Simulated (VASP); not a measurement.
# Al in VASP: settings compared, part 2 of 2

VASP 6.6.1. Earlier steps stand in the parts before.

**5. Single point, PBE**

INCAR

```
SYSTEM = Al
ALGO     = Fast           ! electronic algorithm
EDIFF    = 1E-7           ! SCF threshold, eV
ENCUT    = 520            ! plane-wave cutoff, eV
GGA      = PE             ! functional
ISIF     = 2              ! what is computed and relaxed
ISMEAR   = 0              ! smearing method
ISYM     = 0            
LASPH    = .True.         ! aspherical terms in the spheres
LCHARG   = .True.         ! write CHGCAR
LELF     = .True.         ! ELF
LREAL    = .False.        ! projectors in reciprocal space
LVHAR    = .True.       
LWAVE    = .False.        ! write WAVECAR
NBANDS   = 10             ! bands
NELM     = 100            ! most SCF steps
PREC     = Accurate       ! precision mode
SIGMA    = 0.1            ! smearing width, eV
```

KPOINTS

```
k-points
0
Gamma
  9 9 16
  0 0 0
```

POSCAR

```
Al
1.0
    3.8679403904      0.0000000000      0.0000000000
    0.0000000000      3.8679403904      0.0000000000
   -1.9339701952      0.0000000000      2.1301811675
Al
2
Direct
    0.0000000000      0.0000000000      0.0000000000
    0.5000000000      0.5000000000      0.0000000000
```

Potentials or basis: VASP PAW PBE potentials, release 64 (Al).

Run with:

```bash
$ cat potpaw_PBE.64/Al/POTCAR > POTCAR
$ mpirun -np 1 vasp_std > vasp.out
```

OUTCAR:

```text
SYSTEM = Al
   EDIFF = 1E-7
   ENCUT = 520
   GGA = PE
   ISIF = 2
   ISMEAR = 0
   ISYM = 0
   LASPH = .True.
   LREAL = .False.
   NELM = 100
   PREC = Accurate

 ion  position               nearest neighbor table
   1  0.000  0.000  0.000-   2 2.74   2 2.74   2 2.74   2 2.74   2 2.88   2 2.88   2 2.88   2 2.88

   2  0.500  0.500  0.000-   1 2.74   1 2.74   1 2.74   1 2.74   1 2.88   1 2.88   1 2.88   1 2.88

IMPORTANT INFORMATION: All symmetrisations will be switched off!
NOSYMM: (Re-)initialisation of all symmetry stuff for point group C_1.

----------------------------------------------------------------------------------------

                                     Primitive cell

  volume of cell :      31.8696

  direct lattice vectors                    reciprocal lattice vectors
     3.867940390  0.000000000  0.000000000     0.258535525  0.000000000  0.234721820
     0.000000000  3.867940390  0.000000000     0.000000000  0.258535525  0.000000000
    -1.933970195  0.000000000  2.130181167     0.000000000  0.000000000  0.469443639

  length of vectors
     3.867940390  3.867940390  2.877136167     0.349191853  0.258535525  0.469443639

  position of ions in fractional coordinates (direct lattice)
     0.000000000  0.000000000  0.000000000
     0.500000000  0.500000000  0.000000000

  ion indices of the primitive-cell ions
   primitive index   ion index
                 1           1
                 2           2

----------------------------------------------------------------------------------------

 KPOINTS: k-points

Automatic generation of k-mesh.
 Grid dimensions read from file:
 generate k-points for:    9    9   16

 Generating k-lattice:

  Cartesian coordinates                     Fractional coordinates (reciprocal lattice)
     0.028726169  0.000000000  0.026080202     0.111111111  0.000000000 -0.000000000
     0.000000000  0.028726169  0.000000000     0.000000000  0.111111111  0.000000000
     0.000000000  0.000000000  0.029340227     0.000000000  0.000000000  0.062500000

  Length of vectors
     0.038799095  0.028726169  0.029340227
[... 99 lines left out ...]
  Thomas-Fermi vector in A             =   2.065478
   LORBIT       =      0    0 simple, 1 ext, 2 COOP (PROOUT), +10 PAW based schemes
   GGA     = PE    functional components
   LHFCALC =     F    Hartree Fock is set to
   AEXX    =    0.0000 exact exchange contribution
   IVDW    =     0    specifies the selected vdW correction
   LEPSILON=     F    determine dielectric tensor
   LRPA    =     F    only Hartree local field effects (RPA)
 non-spin polarized calculation
 RMM-DIIS sequential band-by-band and
 Gauss-broadening in eV      SIGMA  =   0.10
  energy-cutoff  :      520.00
  volume of cell :       31.87
 maximum number of plane-waves:       876
 NGX is ok and might be reduce to    30
   NGX = 15   NGY = 15   NGZ = 11

 number of electron       6.0000000 magnetization

 Free energy of the ion-electron system (eV)
  ---------------------------------------------------
  ext. energy  EPLUGINS =         0.00000000
  ---------------------------------------------------
  free energy    TOTEN  =        -7.45675723 eV

  energy without entropy =       -7.45411999  energy(sigma->0) =       -7.45543861

 E-fermi :   8.3729     XC(G=0): -10.3228

 val. band max:        8.3711646211   @ k =  -0.2222   0.0000   0.3750
 cond. band min:       8.3765900788   @ k =   0.1111  -0.4444   0.1875
 fundamental gap:      0.0054254577
 Fermi energy:         8.3728994370

 k-point     1 :       0.0000    0.0000    0.0000
  band No.  band energies     occupation
      1      -3.0085      2.00000
      2       5.8605      2.00000
      3       7.4371      2.00000
      4      13.2632      0.00000
      5      13.3713      0.00000
      6      13.9671      0.00000
      7      17.1885      0.00000
      8      20.5528      0.00000
      9      21.6741      0.00000
     10      21.6743      0.00000
[... 287 lines left out ...]
 k-point    24 :       0.0000    0.3333    0.0000
  band No.  band energies     occupation
      1      -1.9137      2.00000
      2       1.3153      2.00000
      3      13.8338      0.00000
      4      14.1785      0.00000
      5      14.4602      0.00000
      6      14.9096      0.00000
      7      16.9210      0.00000
      8      17.6800      0.00000
      9      17.7284      0.00000
     10      18.1947      0.00000

 [... further k-points ...]
[... 5 lines left out ...]
  --------------------------------------------------------------------------------------
  -------------------------------------------------------------------------------------
  Total        1.0647803      1.0810555      0.0149496      0.0000000     -0.0000000      0.0550059
  in kB       53.5296611     54.3478654      0.7515609      0.0000024     -0.0000009      2.7653097
  external PRESSURE =      36.2096958 kB  Pullay stress =       0.0000000 kB

 VOLUME and BASIS-vectors are now :
 -----------------------------------------------------------------------------
  energy-cutoff  :      520.00
  volume of cell :       31.87
      direct lattice vectors                 reciprocal lattice vectors
     3.867940390  0.000000000  0.000000000     0.258535525  0.000000000  0.234721820
     0.000000000  3.867940390  0.000000000     0.000000000  0.258535525  0.000000000
    -1.933970195  0.000000000  2.130181167     0.000000000  0.000000000  0.469443639

 POSITION                                       TOTAL-FORCE (eV/Angst)
 -----------------------------------------------------------------------------------
      0.00000      0.00000      0.00000        -0.000000     -0.000000     -0.000000
      1.93397      1.93397      0.00000         0.000000      0.000000      0.000000
 -----------------------------------------------------------------------------------
    total drift:                               -0.000000      0.000000     -0.000000

  FREE ENERGIE OF THE ION-ELECTRON SYSTEM (eV)
  ---------------------------------------------------
  free  energy   TOTEN  =        -7.4567572299 eV

  energy  without entropy=       -7.4541199901  energy(sigma->0) =       -7.45543861
```

It took 89 s on 1 thread of Intel Xeon 6975P-C (Granite Rapids), shared host; peak memory 0.27 GiB.

What came out:

```yaml
Free_energy: -7.4568 eV
Pressure: 3.6 GPa
Band_gap_on_the_k_mesh: zero (band 3 reaches 14.89 eV, above the bottom of band 4 at 4.48 eV)
```

**6. Summary**

```tsv
level	potentials or basis	cell	gap on the mesh (eV)	pressure (GPa)
PBE	VASP PAW PBE potentials, release 64 (Al)	a = 3.868, b = 3.868, c = 2.869 Å, angles 90.0, 132.1, 90.0°, 2 atoms	none	3.6
LDA	VASP PAW LDA potentials, release 64 (Al)	a = 3.868, b = 3.868, c = 2.869 Å, angles 90.0, 132.1, 90.0°, 2 atoms	none	0.1
PBE	VASP PAW PBE potentials, release 64 (Al)	a = 3.868, b = 3.868, c = 2.877 Å, angles 90.0, 132.2, 90.0°, 2 atoms	none	3.6
```

Alike in all rows: task single point; no spin polarisation; k mesh 9 × 9 × 16; cutoff (eV) 520; smearing gaussian 0.1 eV.

Total energies depend on the potentials used, so only differences within one code and one set of settings carry meaning.
